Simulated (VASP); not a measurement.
# Li3InF6 (Fm-3m) in VASP: single point with PBE

Aim: the single point of Li3InF6 with PBE.

Everything below comes from runs of VASP 6.6.1. Logs are shortened: lines on timing, memory, paths and dates and some standing lists are left out, and cuts for length are marked.

## 1. The cell of the first run

Symmetry: Fm-3m, No. 225, cubic system. The conventional cell has a = 8.094 Å, b = 8.094 Å, c = 8.094 Å, α = 90.00°, β = 90.00°, γ = 90.00°. Within 3.8 Å of Li (site symmetry -43m) lie 12 F at 2.86 Å and 4 Li at 3.51 Å and 4 In at 3.51 Å. Li (site symmetry m-3m) has 6 F at 1.97 Å within 2.6 Å. Within 2.7 Å of In (site symmetry m-3m) lie 6 F at 2.07 Å. Within 2.6 Å of F (site symmetry 4mm) lie 1 Li at 1.97 Å and 1 In at 2.07 Å.

## 2. Single point, PBE

File INCAR:

```
ALGO = Normal
EDIFF = 1E-6
ENCUT = 520
GGA = PE
ISIF = 2
ISMEAR = 0
LASPH = T
LCHARG = F
LREAL = F
LWAVE = F
NBANDS = 43
NELM = 80
PREC = Accurate
SIGMA = 0.01
```

File KPOINTS:

```
k-points
0
Gamma
  4 4 4
```

File POSCAR:

```
Li3InF6
1.0
    0.0000000000      4.0472430000      4.0472430000
    4.0472430000      0.0000000000      4.0472430000
    4.0472430000      4.0472430000      0.0000000000
Li In F
3 1 6
Direct
    0.2500000000      0.2500000000      0.2500000000
    0.7500000000      0.7500000000      0.7500000000
    0.5000000000      0.5000000000      0.5000000000
    0.0000000000      0.0000000000      0.0000000000
    0.2561070000      0.2561070000      0.7438930000
    0.2561070000      0.7438930000      0.7438930000
    0.7438930000      0.7438930000      0.2561070000
    0.2561070000      0.7438930000      0.2561070000
    0.7438930000      0.2561070000      0.7438930000
    0.7438930000      0.2561070000      0.2561070000
```

Potentials or basis: VASP PAW PBE potentials, release 64 (Li_sv, In_d, F).

Launch:

```bash
cat potpaw_PBE.64/Li_sv/POTCAR potpaw_PBE.64/In_d/POTCAR potpaw_PBE.64/F/POTCAR > POTCAR
mpirun -np 1 vasp_std > vasp.out
```

OUTCAR:

```text
EDIFF = 1E-6
   ENCUT = 520
   GGA = PE
   ISIF = 2
   ISMEAR = 0
   LASPH = T
   LREAL = F
   NELM = 80
   PREC = Accurate

 ion  position               nearest neighbor table
   1  0.250  0.250  0.250-
   2  0.750  0.750  0.750-
   3  0.500  0.500  0.500-   5 1.97   6 1.97   7 1.97   8 1.97   9 1.97  10 1.97
   4  0.000  0.000  0.000-   5 2.07   6 2.07   7 2.07   8 2.07   9 2.07  10 2.07
   5  0.256  0.256  0.744-   3 1.97   4 2.07
   6  0.256  0.744  0.744-   3 1.97   4 2.07
   7  0.744  0.744  0.256-   3 1.97   4 2.07
   8  0.256  0.744  0.256-   3 1.97   4 2.07
   9  0.744  0.256  0.744-   3 1.97   4 2.07
  10  0.744  0.256  0.256-   3 1.97   4 2.07

  LATTYP: Found a face centered cubic cell.
 ALAT       =     8.0944860000

  Lattice vectors:

 A1 = (   0.0000000000,   4.0472430000,   4.0472430000)
 A2 = (   4.0472430000,   0.0000000000,   4.0472430000)
 A3 = (   4.0472430000,   4.0472430000,   0.0000000000)

Analysis of symmetry for initial positions (statically):
=====================================================================
 Subroutine PRICEL returns:
 Original cell was already a primitive cell.

 Routine SETGRP: Setting up the symmetry group for a
 face centered cubic supercell.

 Subroutine GETGRP returns: Found 48 space group operations
 (whereof 48 operations were pure point group operations)
 out of a pool of 48 trial point group operations.

The static configuration has the point symmetry O_h .

Analysis of symmetry for dynamics (positions and initial velocities):
=====================================================================
 Subroutine PRICEL returns:
 Original cell was already a primitive cell.

 Routine SETGRP: Setting up the symmetry group for a
 face centered cubic supercell.

 Subroutine GETGRP returns: Found 48 space group operations
 (whereof 48 operations were pure point group operations)
 out of a pool of 48 trial point group operations.

The dynamic configuration has the point symmetry O_h .

 Subroutine INISYM returns: Found 48 space group operations
 (whereof 48 operations are pure point group operations),
 and found     1 'primitive' translations

[... 96 lines left out ...]
   NSW    =      0    number of steps for IOM
   IBRION =     -1    ionic relax: 0-MD 1-quasi-New 2-CG
   NFREE  =      0    steps in history (QN), initial steepest desc. (CG)
   ISIF   =      2    stress and relaxation
   ISYM   =      2    0-nonsym 1-usesym 2-fastsym
   POTIM  = 0.5000    time-step for ionic-motion
   TEBEG  =    0.0;   TEEND  =   0.0 temperature during run
   PSTRESS=    0.0 pullay stress
   NELECT =      64.0000    total number of electrons
   NUPDOWN=      -1.0000    fix difference up-down
   EMIN   =  10.00;   EMAX   =-10.00  energy-range for DOS
   EFERMI =   0.00;   METHOD = LEGACY
   ISMEAR =     0;   SIGMA  =   0.01  broadening in eV -4-tet -1-fermi 0-gaus
   EFERMI_NEDOS =   21; number of points for ismear=-14 and -15
   IALGO  =     38    algorithm
   IMIX   =      4    mixing-type and parameters
     AMIX     =   0.40;   BMIX     =  1.00
     AMIX_MAG =   1.60;   BMIX_MAG =  1.00
  volume/ion in A,a.u.               =      13.26        89.48
  Fermi-wavevector in a.u.,A,eV,Ry     =   1.284199  2.426784 22.438268  1.649166
  Thomas-Fermi vector in A             =   2.416407
   LORBIT       =      0    0 simple, 1 ext, 2 COOP (PROOUT), +10 PAW based schemes
   GGA     = PE    functional components
   LHFCALC =     F    Hartree Fock is set to
   AEXX    =    0.0000 exact exchange contribution
   IVDW    =     0    specifies the selected vdW correction
   LEPSILON=     F    determine dielectric tensor
   LRPA    =     F    only Hartree local field effects (RPA)
 non-spin polarized calculation
 Gauss-broadening in eV      SIGMA  =   0.01
  energy-cutoff  :      520.00
  volume of cell :      132.59
 maximum number of plane-waves:      3591
 NGX is ok and might be reduce to    48
   NGX = 21   NGY = 21   NGZ = 21

 number of electron      64.0000020 magnetization

 Free energy of the ion-electron system (eV)
  ---------------------------------------------------
  ext. energy  EPLUGINS =         0.00000000
  ---------------------------------------------------
  free energy    TOTEN  =       -44.38783436 eV

  energy without entropy =      -44.38783436  energy(sigma->0) =      -44.38783436

 E-fermi :  -1.3809     XC(G=0):  -8.5711

 val. band max:       -1.4394871164   @ k =   0.0000   0.0000   0.0000
 cond. band min:       3.4230628742   @ k =   0.0000   0.0000   0.0000
 fundamental gap:      4.8625499906
 Fermi energy:        -1.3808964751

 k-point     1 :       0.0000    0.0000    0.0000
  band No.  band energies     occupation
      1     -45.6651      2.00000
      2     -45.6646      2.00000
      3     -41.8266      2.00000
      4     -21.5637      2.00000
      5     -21.0850      2.00000
      6     -21.0850      2.00000
[... 357 lines left out ...]
     42      12.1153      0.00000
     43      12.7188      0.00000

------------------------ aborting loop because EDIFF is reached ----------------------------------------

  FORCE on cell =-STRESS in cart. coord.  units (eV):
  Direction    XX          YY          ZZ          XY          YZ          ZX
  --------------------------------------------------------------------------------------
  -------------------------------------------------------------------------------------
  Total       -0.1110360     -0.1110360     -0.1110360     -0.0000000      0.0000000      0.0000000
  in kB       -1.3417342     -1.3417342     -1.3417342     -0.0000000      0.0000000      0.0000000
  external PRESSURE =      -1.3417342 kB  Pullay stress =       0.0000000 kB

 VOLUME and BASIS-vectors are now :
 -----------------------------------------------------------------------------
  energy-cutoff  :      520.00
  volume of cell :      132.59
      direct lattice vectors                 reciprocal lattice vectors
     0.000000000  4.047243000  4.047243000    -0.123540889  0.123540889  0.123540889
     4.047243000  0.000000000  4.047243000     0.123540889 -0.123540889  0.123540889
     4.047243000  4.047243000  0.000000000     0.123540889  0.123540889 -0.123540889

 POSITION                                       TOTAL-FORCE (eV/Angst)
 -----------------------------------------------------------------------------------
      2.02362      2.02362      2.02362        -0.000000      0.000000     -0.000000
      6.07086      6.07086      6.07086         0.000000      0.000000     -0.000000
      4.04724      4.04724      4.04724        -0.000000      0.000000     -0.000000
      0.00000      0.00000      0.00000         0.000000      0.000000     -0.000000
      4.04724      4.04724      2.07305         0.000000      0.000000      0.048645
      6.02143      4.04724      4.04724        -0.048645      0.000000     -0.000000
      4.04724      4.04724      6.02143         0.000000      0.000000     -0.048645
      4.04724      2.07305      4.04724         0.000000      0.048645     -0.000000
      4.04724      6.02143      4.04724         0.000000     -0.048645     -0.000000
      2.07305      4.04724      4.04724         0.048645      0.000000     -0.000000
 -----------------------------------------------------------------------------------
    total drift:                               -0.000000     -0.000000     -0.000000

  FREE ENERGIE OF THE ION-ELECTRON SYSTEM (eV)
  ---------------------------------------------------
  free  energy   TOTEN  =       -44.3878343623 eV

  energy  without entropy=      -44.3878343623  energy(sigma->0) =      -44.38783436
```

OSZICAR:

```text
N       E                     dE             d eps       ncg     rms          rms(c)
DAV:   1     0.775586080602E+03    0.77559E+03   -0.30869E+04   696   0.169E+03
DAV:   2     0.493394089076E+02   -0.72625E+03   -0.67701E+03   787   0.473E+02
DAV:   3    -0.400670055560E+02   -0.89406E+02   -0.87862E+02   815   0.171E+02
DAV:   4    -0.492545299636E+02   -0.91875E+01   -0.91322E+01  1125   0.419E+01
DAV:   5    -0.497383034876E+02   -0.48377E+00   -0.48328E+00  1037   0.909E+00    0.149E+01
DAV:   6    -0.445403249230E+02    0.51980E+01   -0.17035E+01  1007   0.397E+01    0.103E+01
DAV:   7    -0.444590116448E+02    0.81313E-01   -0.97403E-01   810   0.532E+00    0.294E+00
DAV:   8    -0.443977861208E+02    0.61226E-01   -0.12971E-01  1106   0.241E+00    0.138E+00
DAV:   9    -0.443855594148E+02    0.12227E-01   -0.71004E-02   953   0.206E+00    0.203E-01
DAV:  10    -0.443876167958E+02   -0.20574E-02   -0.11824E-02  1112   0.765E-01    0.268E-01
DAV:  11    -0.443878062534E+02   -0.18946E-03   -0.95425E-04   906   0.163E-01    0.167E-01
DAV:  12    -0.443878301006E+02   -0.23847E-04   -0.10934E-04   968   0.601E-02    0.382E-02
DAV:  13    -0.443878337042E+02   -0.36036E-05   -0.12528E-05   991   0.198E-02    0.555E-03
DAV:  14    -0.443878343623E+02   -0.65811E-06   -0.79872E-07   568   0.107E-02
   1 F= -.44387834E+02 E0= -.44387834E+02  d E =-.332456E-18
```

stdout:

```text
POSCAR found type information on POSCAR LiInF
 POSCAR found :  3 types and      10 ions
 scaLAPACK will be used
 LDA part: xc-table for (Slater+PW92), standard interpolation
 POSCAR, INCAR and KPOINTS ok, starting setup
 FFT: planning ... GRIDC
 FFT: planning ... GRID_SOFT
 FFT: planning ... GRID
 WAVECAR not read
 entering main loop
```

Run time: 83 s. Hardware: 1 thread of AMD EPYC 7R13 (Zen 3), shared host; peak memory 0.28 GiB.

Results:

```
Free energy            : -44.3878 eV
Largest force          : 0.049 eV/Å
Band gap on the k mesh : 4.86 eV
```

Forces in eV/Å, atoms in the order of the input:
```
Li   0.000  0.000  0.000
Li   0.000  0.000  0.000
Li   0.000  0.000  0.000
In   0.000  0.000  0.000
F    0.000  0.000  0.049
F   -0.049  0.000  0.000
F    0.000  0.000 -0.049
F    0.000  0.049  0.000
F    0.000 -0.049  0.000
F    0.049  0.000  0.000
```

Caveat: the cutoff is under 1.25 times the usual one of these potentials, so pressure, stress and relaxed cells hold a basis-set (Pulay) error; spin-orbit coupling is left out, which moves the levels of the heavy elements.
